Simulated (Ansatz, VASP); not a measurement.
## One calculation of Ti, two programs

The input POSCAR:

```
Ti
1.0
   -1.6577048519      1.6577048519      1.6577048519
    1.6577048519     -1.6577048519      1.6577048519
    1.6577048519      1.6577048519     -1.6577048519
Ti
1
Direct
    0.0000000000      0.0000000000      0.0000000000
```

INCAR.step1

```
SYSTEM = Ti
PREC     = Accurate       ! precision mode
ENCUT    = 520            ! plane-wave cutoff, eV
ISMEAR   = -1             ! smearing method
SIGMA    = 0.05           ! smearing width, eV
LREAL    = .False.        ! projectors in reciprocal space
LASPH    = .True.         ! aspherical terms in the spheres
NELM     = 60             ! most SCF steps
NBANDS   = 12             ! bands
GGA      = PE             ! functional
ALGO     = Normal         ! electronic algorithm
EDIFF    = 1E-4           ! SCF threshold, eV
LWAVE    = .True.         ! write WAVECAR
LCHARG   = .False.        ! write CHGCAR
```

The input INCAR.step2:

```
SYSTEM = Ti
PREC     = Accurate       ! precision mode
ENCUT    = 520            ! plane-wave cutoff, eV
EDIFF    = 1E-8           ! SCF threshold, eV
ISMEAR   = -1             ! smearing method
SIGMA    = 0.05           ! smearing width, eV
LREAL    = .False.        ! projectors in reciprocal space
LASPH    = .True.         ! aspherical terms in the spheres
NELM     = 60             ! most SCF steps
ALGO     = Normal         ! electronic algorithm
ISIF     = 2              ! what is computed and relaxed
LWAVE    = .False.        ! write WAVECAR
LCHARG   = .False.        ! write CHGCAR
METAGGA  = R2SCAN         ! meta-GGA
LMIXTAU  = .True.       
LEFG     = .True.       
NBANDS   = 12             ! bands
ISTART   = 1
```

The input KPOINTS:

```
Automatic mesh
0
Gamma
  18 18 18
  0 0 0
```

Input for Ansatz:

```yaml
crystal:
  lattice:
    - [-1.6577048519, 1.6577048519, 1.6577048519]
    - [1.6577048519, -1.6577048519, 1.6577048519]
    - [1.6577048519, 1.6577048519, -1.6577048519]
  atoms:
    - { symbol: Ti, position: [0.0, 0.0, 0.0] }
kpoints:
  mp_grid: { grid: [18, 18, 18] }
scf:
  occupations: { method: fermi_dirac, width: 0.05 }
hamiltonian:
  xc: r2scan
  pseudopotentials: { kind: paw }
output:
  forces: true
  stress: true
  eigenvalues: true
  efg: { contact_densities: true }
```

Change from the starting cell: volume scaled by 1.06, PAW files.

Alike in both runs: task electric field gradients; functional r2SCAN; k mesh 18 × 18 × 18; occupations fermi-dirac, width 0.05 eV; no spin polarisation.

|  | VASP | Ansatz |
| --- | --- | --- |
| version | VASP 6.6.1 | Ansatz 0.2.0 |
| potentials or method | VASP PAW PBE potentials, release 64 (Ti_sv) | PAW with Ansatz's default frozen-core files, scalar-relativistic |
| plane-wave cutoff (eV) | 520 | 500 |
| valence electrons in the cell | 12 | 12 |

```csv
,VASP,Ansatz,Ansatz less VASP
pressure (GPa),-5.4,-5.8,-0.37
```

VASP's potentials were made for PBE, not for r2SCAN.
